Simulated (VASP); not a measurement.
# KCl (R-3m) in VASP: single point with PBEsol

Aim: the single point of KCl with PBEsol.

Everything below comes from runs of VASP 6.6.1. Logs are shortened: lines on timing, memory, paths and dates and some standing lists are left out, and cuts for length are marked.

## 1. The cell of the first run

It takes space group R-3m (No. 166, trigonal). The conventional cell has a = 5.088 Å, b = 5.088 Å, c = 6.420 Å, α = 90.00°, β = 90.00°, γ = 120.00°. K (site symmetry -3m) has 8 Cl at 3.13 to 3.21 Å and 6 K at 3.63 Å within 4.1 Å. Cl (site symmetry -3m) has 8 K at 3.13 to 3.21 Å and 6 Cl at 3.63 Å within 4.1 Å.

## 2. Single point, PBEsol (equal xy, yz and zx shear strains of +2 %)

Input file INCAR:

```
PREC = Accurate
ENCUT = 520
EDIFF = 1E-6
ISMEAR = -1
SIGMA = 0.01
LREAL = False
LASPH = True
NELM = 100
ALGO = Normal
ISIF = 2
LWAVE = False
LCHARG = True
GGA = PS
LELF = True
LVHAR = True
NBANDS = 15
```

Input file KPOINTS:

```
regular mesh
0
Gamma
  7 7 7
```

Input file POSCAR:

```
KCl
1.0
    3.6340000000      0.0363400000      0.0363400000
    0.0363400000      3.6340000000      0.0363400000
    0.0363400000      0.0363400000      3.6340000000
K Cl
1 1
Direct
    0.0000000000      0.0000000000      0.0000000000
    0.5000000000      0.5000000000      0.5000000000
```

Potentials or basis: VASP PAW PBE potentials, release 64 (K_sv, Cl).

Started as:

```sh
> cat potpaw_PBE.64/K_sv/POTCAR potpaw_PBE.64/Cl/POTCAR > POTCAR
> mpirun -np 1 vasp_std > vasp.out
```

OUTCAR:

```text
PREC = Accurate
   ENCUT = 520
   EDIFF = 1E-6
   ISMEAR = -1
   LREAL = False
   LASPH = True
   NELM = 100
   ISIF = 2
   GGA = PS

 ion  position               nearest neighbor table
   1  0.000  0.000  0.000-   2 3.13   2 3.13   2 3.13   2 3.13   2 3.13   2 3.13   2 3.21   2 3.21

   2  0.500  0.500  0.500-   1 3.13   1 3.13   1 3.13   1 3.13   1 3.13   1 3.13   1 3.21   1 3.21

  LATTYP: Found a trigonal (rhomboedric) cell.
 ALAT       =     3.6343633818
 COS(alpha) =     0.0200959808

  Lattice vectors:

 A1 = (   3.6340000000,   0.0363400000,   0.0363400000)
 A2 = (   0.0363400000,   3.6340000000,   0.0363400000)
 A3 = (   0.0363400000,   0.0363400000,   3.6340000000)

Analysis of symmetry for initial positions (statically):
=====================================================================
 Subroutine PRICEL returns:
 Original cell was already a primitive cell.

 Routine SETGRP: Setting up the symmetry group for a
 trigonal (rhombohedral) supercell.

 Subroutine GETGRP returns: Found 12 space group operations
 (whereof 12 operations were pure point group operations)
 out of a pool of 12 trial point group operations.

The static configuration has the point symmetry D_3d.

Analysis of symmetry for dynamics (positions and initial velocities):
=====================================================================
 Subroutine PRICEL returns:
 Original cell was already a primitive cell.

 Routine SETGRP: Setting up the symmetry group for a
 trigonal (rhombohedral) supercell.

 Subroutine GETGRP returns: Found 12 space group operations
 (whereof 12 operations were pure point group operations)
 out of a pool of 12 trial point group operations.

The dynamic configuration has the point symmetry D_3d.

 Subroutine INISYM returns: Found 12 space group operations
 (whereof 12 operations are pure point group operations),
 and found     1 'primitive' translations

----------------------------------------------------------------------------------------

                                     Primitive cell

  volume of cell :      47.9761

  direct lattice vectors                    reciprocal lattice vectors
     3.634000000  0.036340000  0.036340000     0.275233368 -0.002725083 -0.002725083
     0.036340000  3.634000000  0.036340000    -0.002725083  0.275233368 -0.002725083
     0.036340000  0.036340000  3.634000000    -0.002725083 -0.002725083  0.275233368

  length of vectors
     3.634363382  3.634363382  3.634363382     0.275260348  0.275260348  0.275260348
[... 84 lines left out ...]
   NSW    =      0    number of steps for IOM
   IBRION =     -1    ionic relax: 0-MD 1-quasi-New 2-CG
   NFREE  =      0    steps in history (QN), initial steepest desc. (CG)
   ISIF   =      2    stress and relaxation
   ISYM   =      2    0-nonsym 1-usesym 2-fastsym
   POTIM  = 0.5000    time-step for ionic-motion
   TEBEG  =    0.0;   TEEND  =   0.0 temperature during run
   PSTRESS=    0.0 pullay stress
   NELECT =      16.0000    total number of electrons
   NUPDOWN=      -1.0000    fix difference up-down
   EMIN   =  10.00;   EMAX   =-10.00  energy-range for DOS
   EFERMI =   0.00;   METHOD = LEGACY
   ISMEAR =    -1;   SIGMA  =   0.01  broadening in eV -4-tet -1-fermi 0-gaus
   EFERMI_NEDOS =   21; number of points for ismear=-14 and -15
   IALGO  =     38    algorithm
   IMIX   =      4    mixing-type and parameters
     AMIX     =   0.40;   BMIX     =  1.00
     AMIX_MAG =   1.60;   BMIX_MAG =  1.00
  volume/ion in A,a.u.               =      23.99       161.88
  Fermi-wavevector in a.u.,A,eV,Ry     =   1.135289  2.145385 17.536288  1.288881
  Thomas-Fermi vector in A             =   2.271994
   LORBIT       =      0    0 simple, 1 ext, 2 COOP (PROOUT), +10 PAW based schemes
   GGA     = PS    functional components
   LHFCALC =     F    Hartree Fock is set to
   AEXX    =    0.0000 exact exchange contribution
   IVDW    =     0    specifies the selected vdW correction
   LEPSILON=     F    determine dielectric tensor
   LRPA    =     F    only Hartree local field effects (RPA)
 non-spin polarized calculation
  energy-cutoff  :      520.00
  volume of cell :       47.98
 maximum number of plane-waves:      1307
   NGX = 13   NGY = 13   NGZ = 13

 number of electron      16.0000000 magnetization

 Free energy of the ion-electron system (eV)
  ---------------------------------------------------
  ext. energy  EPLUGINS =         0.00000000
  ---------------------------------------------------
  free energy    TOTEN  =        -6.88198607 eV

  energy without entropy =       -6.88198607  energy(sigma->0) =       -6.88198607

 E-fermi :   0.2234     XC(G=0):  -9.0306

 val. band max:       -0.0376788085   @ k =   0.4286   0.4286   0.0000
 cond. band min:       5.3586498671   @ k =   0.0000   0.0000   0.0000
 fundamental gap:      5.3963286756
 Fermi energy:         0.2233662919

 k-point     1 :       0.0000    0.0000    0.0000
  band No.  band energies     occupation
      1     -27.6542      2.00000
      2     -12.9102      2.00000
      3     -11.0694      2.00000
      4     -11.0694      2.00000
      5     -11.0580      2.00000
      6      -0.2521      2.00000
      7      -0.2521      2.00000
      8      -0.2250      2.00000
      9       5.3586      0.00000
     10       6.2144      0.00000
     11       6.2144      0.00000
     12      10.9433      0.00000
     13      10.9433      0.00000
     14      11.1779      0.00000
[... 401 lines left out ...]
      2     -12.7653      2.00000
      3     -11.2891      2.00000
      4     -11.1468      2.00000
      5     -11.0575      2.00000
      6      -1.7390      2.00000
      7      -1.1410      2.00000
      8      -0.4724      2.00000
      9       7.2580      0.00000
     10       8.2080      0.00000
     11       8.9012      0.00000
     12       9.5918      0.00000
     13      10.5198      0.00000
     14      10.9033      0.00000
     15      13.0533      0.00000

 [... further k-points ...]
[... 5 lines left out ...]
  --------------------------------------------------------------------------------------
  -------------------------------------------------------------------------------------
  Total        0.7265350      0.7265350      0.7265350     -0.0712501     -0.0712501     -0.0712501
  in kB       24.2628498     24.2628498     24.2628498     -2.3794190     -2.3794190     -2.3794190
  external PRESSURE =      24.2628498 kB  Pullay stress =       0.0000000 kB

 VOLUME and BASIS-vectors are now :
 -----------------------------------------------------------------------------
  energy-cutoff  :      520.00
  volume of cell :       47.98
      direct lattice vectors                 reciprocal lattice vectors
     3.634000000  0.036340000  0.036340000     0.275233368 -0.002725083 -0.002725083
     0.036340000  3.634000000  0.036340000    -0.002725083  0.275233368 -0.002725083
     0.036340000  0.036340000  3.634000000    -0.002725083 -0.002725083  0.275233368

 POSITION                                       TOTAL-FORCE (eV/Angst)
 -----------------------------------------------------------------------------------
      0.00000      0.00000      0.00000        -0.000000      0.000000      0.000000
      1.85334      1.85334      1.85334         0.000000     -0.000000     -0.000000
 -----------------------------------------------------------------------------------
    total drift:                                0.000000      0.000000      0.000000

  FREE ENERGIE OF THE ION-ELECTRON SYSTEM (eV)
  ---------------------------------------------------
  free  energy   TOTEN  =        -6.8819860665 eV

  energy  without entropy=       -6.8819860665  energy(sigma->0) =       -6.88198607
```

Wall time 46 s (1 thread of Intel Xeon Platinum 8259CL at 2.50GHz (Skylake/Cascade Lake), shared host); peak memory 0.17 GiB.

What came out:

| Property | Result |
| --- | --- |
| Free energy | -6.8820 eV |
| Pressure | 2.4 GPa |
| Band gap on the k mesh | 5.40 eV, indirect (least direct gap 5.58 eV) |

Caveat: the cell differs from its parent crystal (equal xy, yz and zx shear strains of +2 %); the PAW data sets were made with another functional, which shifts forces and pressure a little.
